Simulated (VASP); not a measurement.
# W (Im-3m) in VASP: notebook

Runs on W. Level: PBE. Tasks: single point, relaxation of cell and atoms.

Everything below comes from runs of VASP 6.6.1. Logs are shortened: lines on timing, memory, paths and dates and some standing lists are left out, and cuts for length are marked.

## 1. The cell of the first run

Symmetry: Im-3m, No. 229, cubic system. The conventional cell has a = 3.184 Å, b = 3.184 Å, c = 3.184 Å, α = 90.00°, β = 90.00°, γ = 90.00°. Within 3.6 Å of W (site symmetry m-3m) lie 14 W at 2.76 to 3.18 Å.

## 2. Single point, PBE

INCAR reads:

```
  PREC = Accurate
  ENCUT = 520
  EDIFF = 1E-7
  ISMEAR = 0
  SIGMA = 0.02
  LREAL = False
  LASPH = True
  NELM = 80
  ALGO = Normal
  ISIF = 2
  LWAVE = False
  LCHARG = True
  GGA = PE
  LELF = True
  LVHAR = True
  NBANDS = 13
```

KPOINTS reads:

```
Automatic mesh
0
Gamma
  10 10 10
```

POSCAR reads:

```
W
1.0
   -1.5920466283      1.5920466283      1.5920466283
    1.5920466283     -1.5920466283      1.5920466283
    1.5920466283      1.5920466283     -1.5920466283
W
1
Direct
    0.0000000000      0.0000000000      0.0000000000
```

Potentials or basis: VASP PAW PBE potentials, release 64 (W_sv).

On the command line:

```bash
$ cat potpaw_PBE.64/W_sv/POTCAR > POTCAR
$ mpirun -np 1 vasp_std > vasp.out
```

OUTCAR:

```text
PREC = Accurate
   ENCUT = 520
   EDIFF = 1E-7
   ISMEAR = 0
   LREAL = False
   LASPH = True
   NELM = 80
   ISIF = 2
   GGA = PE

 ion  position               nearest neighbor table
   1  0.000  0.000  0.000-

  LATTYP: Found a body centered cubic cell.
 ALAT       =     3.1840932566

  Lattice vectors:

 A1 = (  -1.5920466283,   1.5920466283,   1.5920466283)
 A2 = (   1.5920466283,  -1.5920466283,   1.5920466283)
 A3 = (   1.5920466283,   1.5920466283,  -1.5920466283)

Analysis of symmetry for initial positions (statically):
=====================================================================
 Subroutine PRICEL returns:
 Original cell was already a primitive cell.

 Routine SETGRP: Setting up the symmetry group for a
 body centered cubic supercell.

 Subroutine GETGRP returns: Found 48 space group operations
 (whereof 48 operations were pure point group operations)
 out of a pool of 48 trial point group operations.

The static configuration has the point symmetry O_h .

Analysis of symmetry for dynamics (positions and initial velocities):
=====================================================================
 Subroutine PRICEL returns:
 Original cell was already a primitive cell.

 Routine SETGRP: Setting up the symmetry group for a
 body centered cubic supercell.

 Subroutine GETGRP returns: Found 48 space group operations
 (whereof 48 operations were pure point group operations)
 out of a pool of 48 trial point group operations.

The dynamic configuration has the point symmetry O_h .

 Subroutine INISYM returns: Found 48 space group operations
 (whereof 48 operations are pure point group operations),
 and found     1 'primitive' translations

----------------------------------------------------------------------------------------

                                     Primitive cell

  volume of cell :      16.1409

  direct lattice vectors                    reciprocal lattice vectors
    -1.592046628  1.592046628  1.592046628     0.000000000  0.314061153  0.314061153
     1.592046628 -1.592046628  1.592046628     0.314061153  0.000000000  0.314061153
     1.592046628  1.592046628 -1.592046628     0.314061153  0.314061153  0.000000000

  length of vectors
     2.757505648  2.757505648  2.757505648     0.444149542  0.444149542  0.444149542

  position of ions in fractional coordinates (direct lattice)
     0.000000000  0.000000000  0.000000000

  ion indices of the primitive-cell ions
   primitive index   ion index
                 1           1

----------------------------------------------------------------------------------------

 KPOINTS: Automatic mesh

Automatic generation of k-mesh.
 Grid dimensions read from file:
 generate k-points for:   10   10   10

 Generating k-lattice:

  Cartesian coordinates                     Fractional coordinates (reciprocal lattice)
     0.000000000  0.031406115  0.031406115     0.100000000  0.000000000  0.000000000
     0.031406115  0.000000000  0.031406115     0.000000000  0.100000000  0.000000000
     0.031406115  0.031406115  0.000000000     0.000000000  0.000000000  0.100000000

  Length of vectors
     0.044414954  0.044414954  0.044414954

  Shift w.r.t. Gamma in fractional coordinates (k-lattice)
     0.000000000  0.000000000  0.000000000

 Subroutine IBZKPT returns following result:
 ===========================================

 Found     47 irreducible k-points:

 Following reciprocal coordinates:
            Coordinates               Weight
  0.000000  0.000000  0.000000      1.000000
  0.100000  0.000000  0.000000     12.000000
  0.200000  0.000000  0.000000     12.000000
  0.300000  0.000000  0.000000     12.000000
  0.400000  0.000000  0.000000     12.000000
  0.500000  0.000000  0.000000      6.000000
[... 16 lines left out ...]
  0.300000  0.300000  0.100000      8.000000
 -0.300000  0.300000  0.100000     24.000000
 [... further k-points ...]
   k-points           NKPTS =     47   k-points in BZ     NKDIM =     47   number of bands    NBANDS=     13
   number of dos      NEDOS =    301   number of ions     NIONS =      1
   total plane-waves  NPLWV =  13824
   dimension x,y,z NGX =    24 NGY =   24 NGZ =   24
   dimension x,y,z NGXF=    48 NGYF=   48 NGZF=   48
   ions per type =               1
   NGX,Y,Z   is equivalent  to a cutoff of  14.47, 14.47, 14.47 a.u.
   NGXF,Y,Z  is equivalent  to a cutoff of  28.94, 28.94, 28.94 a.u.
 SYSTEM =  unknown system
   PREC   = accura    normal or accurate (medium, high low for compatibility)
   ISTART =      0    job   : 0-new  1-cont  2-samecut
   ICHARG =      2    charge: 1-file 2-atom 10-const
   ISPIN  =      1    spin polarized calculation?
   LNONCOLLINEAR =      F non collinear calculations
   LSORBIT =      F    spin-orbit coupling
   LASPH  =      T    aspherical Exc in radial PAW
   ENCUT  =  520.0 eV  38.22 Ry    6.18 a.u.   5.13  5.13  5.13*2*pi/ulx,y,z
   NELM   =     80;   NELMIN=  2; NELMDL= -5     # of ELM steps
   EDIFF  = 0.1E-06   stopping-criterion for ELM
   LREAL  =      F    real-space projection
   EDIFFG = 0.1E-05   stopping-criterion for IOM
   NSW    =      0    number of steps for IOM
   IBRION =     -1    ionic relax: 0-MD 1-quasi-New 2-CG
   NFREE  =      0    steps in history (QN), initial steepest desc. (CG)
   ISIF   =      2    stress and relaxation
   ISYM   =      2    0-nonsym 1-usesym 2-fastsym
   POTIM  = 0.5000    time-step for ionic-motion
   TEBEG  =    0.0;   TEEND  =   0.0 temperature during run
   PSTRESS=    0.0 pullay stress
   NELECT =      14.0000    total number of electrons
   NUPDOWN=      -1.0000    fix difference up-down
   EMIN   =  10.00;   EMAX   =-10.00  energy-range for DOS
   EFERMI =   0.00;   METHOD = LEGACY
   ISMEAR =     0;   SIGMA  =   0.02  broadening in eV -4-tet -1-fermi 0-gaus
   EFERMI_NEDOS =   21; number of points for ismear=-14 and -15
   IALGO  =     38    algorithm
   IMIX   =      4    mixing-type and parameters
     AMIX     =   0.40;   BMIX     =  1.00
     AMIX_MAG =   1.60;   BMIX_MAG =  1.00
  volume/ion in A,a.u.               =      16.14       108.92
  Fermi-wavevector in a.u.,A,eV,Ry     =   1.561259  2.950352 33.164621  2.437531
  Thomas-Fermi vector in A             =   2.664351
   LORBIT       =      0    0 simple, 1 ext, 2 COOP (PROOUT), +10 PAW based schemes
   GGA     = PE    functional components
   LHFCALC =     F    Hartree Fock is set to
   AEXX    =    0.0000 exact exchange contribution
   IVDW    =     0    specifies the selected vdW correction
   LEPSILON=     F    determine dielectric tensor
   LRPA    =     F    only Hartree local field effects (RPA)
 non-spin polarized calculation
 Gauss-broadening in eV      SIGMA  =   0.02
  energy-cutoff  :      520.00
  volume of cell :       16.14
 maximum number of plane-waves:       466
 NGX is ok and might be reduce to    24
   NGX = 11   NGY = 11   NGZ = 11

 number of electron      14.0000002 magnetization

 Free energy of the ion-electron system (eV)
  ---------------------------------------------------
  ext. energy  EPLUGINS =         0.00000000
  ---------------------------------------------------
  free energy    TOTEN  =       -12.94822104 eV

  energy without entropy =      -12.94797457  energy(sigma->0) =      -12.94809781

 E-fermi :  11.3841     XC(G=0): -13.5409

 val. band max:       11.2413039843   @ k =   0.5000   0.5000   0.2000
 cond. band min:      11.3955940884   @ k =   0.1000   0.1000   0.0000
 fundamental gap:      0.1542901042
 Fermi energy:        11.3841448514

 k-point     1 :       0.0000    0.0000    0.0000
  band No.  band energies     occupation
      1     -63.0384      2.00000
      2     -26.6252      2.00000
      3     -26.6252      2.00000
      4     -26.6252      2.00000
      5       1.6470      2.00000
      6       9.9762      2.00000
      7       9.9762      2.00000
      8       9.9762      2.00000
      9      13.3965      0.00000
     10      13.3965      0.00000
     11      25.6608      0.00000
     12      25.6608      0.00000
     13      25.6608      0.00000

 k-point     2 :       0.1000    0.0000    0.0000
  band No.  band energies     occupation
      1     -63.0268      2.00000
      2     -26.7494      2.00000
      3     -26.6642      2.00000
      4     -26.6257      2.00000
      5       2.1126      2.00000
      6       9.7004      2.00000
      7       9.8961      2.00000
      8      10.4300      2.00000
      9      13.0081      0.00000
     10      13.4036      0.00000
     11      26.0290      0.00000
     12      26.4557      0.00000
     13      26.7201      0.00000

 k-point     3 :       0.2000    0.0000    0.0000
  band No.  band energies     occupation
      1     -62.9959      2.00000
      2     -27.0654      2.00000
      3     -26.7652      2.00000
      4     -26.6272      2.00000
      5       3.3275      2.00000
      6       9.0533      2.00000
      7       9.5267      2.00000
      8      11.7418      0.00000
      9      12.6848      0.00000
     10      13.4840      0.00000
     11      26.3313      0.00000
     12      28.0963      0.00000
     13      28.6406      0.00000
[... 305 lines left out ...]
 k-point    23 :       0.3000    0.3000    0.1000
  band No.  band energies     occupation
      1     -62.9057      2.00000
      2     -27.3998      2.00000
      3     -27.3998      2.00000
      4     -26.8875      2.00000
      5       7.1020      2.00000
      6       8.6389      2.00000
      7       8.6389      2.00000
      8      14.1856      0.00000
      9      14.1856      0.00000
     10      18.4267      0.00000
     11      22.3147      0.00000
     12      22.3147      0.00000
     13      25.9394      0.00000

 k-point    24 :      -0.3000    0.3000    0.1000
  band No.  band energies     occupation
      1     -62.9479      2.00000
      2     -27.4221      2.00000
      3     -26.9306      2.00000
      4     -26.7214      2.00000
      5       5.0219      2.00000
      6       8.8024      2.00000
      7       9.1426      2.00000
      8      11.9804      0.00000
      9      13.5862      0.00000
     10      14.3591      0.00000
     11      24.7872      0.00000
     12      27.3338      0.00000
     13      31.4291      0.00000

 [... further k-points ...]

------------------------ aborting loop because EDIFF is reached ----------------------------------------

  FORCE on cell =-STRESS in cart. coord.  units (eV):
  Direction    XX          YY          ZZ          XY          YZ          ZX
  --------------------------------------------------------------------------------------
  -------------------------------------------------------------------------------------
  Total        0.0510115      0.0510115      0.0510115     -0.0000000     -0.0000000      0.0000000
  in kB        5.0635098      5.0635098      5.0635098     -0.0000000     -0.0000000      0.0000000
  external PRESSURE =       5.0635098 kB  Pullay stress =       0.0000000 kB

 VOLUME and BASIS-vectors are now :
 -----------------------------------------------------------------------------
  energy-cutoff  :      520.00
  volume of cell :       16.14
      direct lattice vectors                 reciprocal lattice vectors
    -1.592046628  1.592046628  1.592046628     0.000000000  0.314061153  0.314061153
     1.592046628 -1.592046628  1.592046628     0.314061153  0.000000000  0.314061153
     1.592046628  1.592046628 -1.592046628     0.314061153  0.314061153  0.000000000

 POSITION                                       TOTAL-FORCE (eV/Angst)
 -----------------------------------------------------------------------------------
      0.00000      0.00000      0.00000         0.000000     -0.000000      0.000000
 -----------------------------------------------------------------------------------
    total drift:                                0.000000      0.000000      0.000000

  FREE ENERGIE OF THE ION-ELECTRON SYSTEM (eV)
  ---------------------------------------------------
  free  energy   TOTEN  =       -12.9482210363 eV

  energy  without entropy=      -12.9479745738  energy(sigma->0) =      -12.94809781
```

It took 9.9 s on 1 thread of Intel Xeon Platinum 8259CL at 2.50GHz (Skylake/Cascade Lake), shared host; peak memory 0.14 GiB.

What came out:

```
Free energy            : -12.9482 eV
Pressure               : 0.5 GPa
Band gap on the k mesh : zero (bands 7 and 8 overlap by 6.23 eV)
```

Levels at points of the mesh, in eV from the Fermi level:
| k point | band 4 | band 5 | band 6 | band 7 | band 8 | band 9 | band 10 | band 11 |
| --- | --- | --- | --- | --- | --- | --- | --- | --- |
| (0.00, 0.00, 0.00) | -38.01 | -9.74 | -1.41 | -1.41 | -1.41 | 2.01 | 2.01 | 14.28 |
| (0.50, 0.00, 0.00) | -38.02 | -6.36 | -3.69 | 0.42 | 1.89 | 2.85 | 5.78 | 10.58 |
| (0.50, 0.50, 0.50) | -38.86 | -5.89 | -5.89 | 4.83 | 4.83 | 4.83 | 7.90 | 7.90 |

Caveat: spin-orbit coupling is left out, which moves the levels of the heavy elements.

## 3. Relaxation of cell and atoms, PBE

This run uses another cell than the first one, of 15.85 Å³/atom.

INCAR reads:

```
SYSTEM = W
PREC = Accurate ; ENCUT = 600
EDIFF = 1E-6 ; ISMEAR = 0
SIGMA = 0.02 ; LREAL = .False.
LASPH = .True. ; NELM = 100
ALGO = Normal ; ISIF = 3
LWAVE = .False. ; LCHARG = .False.
GGA = PE ; IBRION = 2
NSW = 60 ; EDIFFG = -0.01
```

KPOINTS reads:

```
regular mesh
0
Gamma
  10 10 10
  0 0 0
```

POSCAR reads:

```
W
1.0
   -1.5823400000      1.5823400000      1.5823400000
    1.5823400000     -1.5823400000      1.5823400000
    1.5823400000      1.5823400000     -1.5823400000
W
1
Direct
    0.0000000000      0.0000000000      0.0000000000
```

Potentials or basis: VASP PAW PBE potentials, release 64 (W_sv).

On the command line:

```bash
$ cat potpaw_PBE.64/W_sv/POTCAR > POTCAR
$ mpirun -np 1 vasp_std > vasp.out
```

It took 20 s on 1 thread of Intel Xeon Platinum 8259CL at 2.50GHz (Skylake/Cascade Lake), shared host; peak memory 0.15 GiB.

It converged, with:

| Property | Result |
| --- | --- |
| Free energy | -12.9484 eV |
| Relaxed volume | 16.17 Å³/atom |
| Relaxed cell | a = 2.759 Å, b = 2.759 Å, c = 2.759 Å, α = 109.47°, β = 109.47°, γ = 109.47° |
| Space group after relaxing (to 0.1 Å) | Im-3m (No. 229) |
| Energy gained by relaxing | 6.4 meV/atom |
| Ionic steps | 4 |
| Pressure after relaxing | 0.0 GPa |
| Band gap on the k mesh | zero (bands 7 and 8 overlap by 6.22 eV) |

The path:
```csv
step,energy change (eV),largest force (eV/Å),pressure (GPa),volume (Å³)
1,0.0000,0.0000,6.50,15.85
2,0.0690,0.0000,-18.85,17.37
3,-0.0064,0.0000,-0.15,16.18
4,-0.0064,0.0000,-0.04,16.17
```

Final structure:
```
W
1.0
    -1.59304    1.59304    1.59304
     1.59304   -1.59304    1.59304
     1.59304    1.59304   -1.59304
W
1
Direct
  0.00000 0.00000 0.00000
```

Levels at points of the mesh, in eV from the Fermi level:
| k point | band 5 | band 6 | band 7 | band 8 | band 9 | band 10 |
| --- | --- | --- | --- | --- | --- | --- |
| (0.00, 0.00, 0.00) | -9.73 | -1.40 | -1.40 | -1.40 | 2.01 | 2.01 |
| (0.50, 0.00, 0.00) | -6.35 | -3.68 | 0.41 | 1.89 | 2.84 | 5.76 |
| (0.50, 0.50, 0.50) | -5.88 | -5.88 | 4.81 | 4.81 | 4.81 | 7.89 |

Caveat: spin-orbit coupling is left out, which moves the levels of the heavy elements. Zero-point motion and thermal expansion aren't in these numbers.
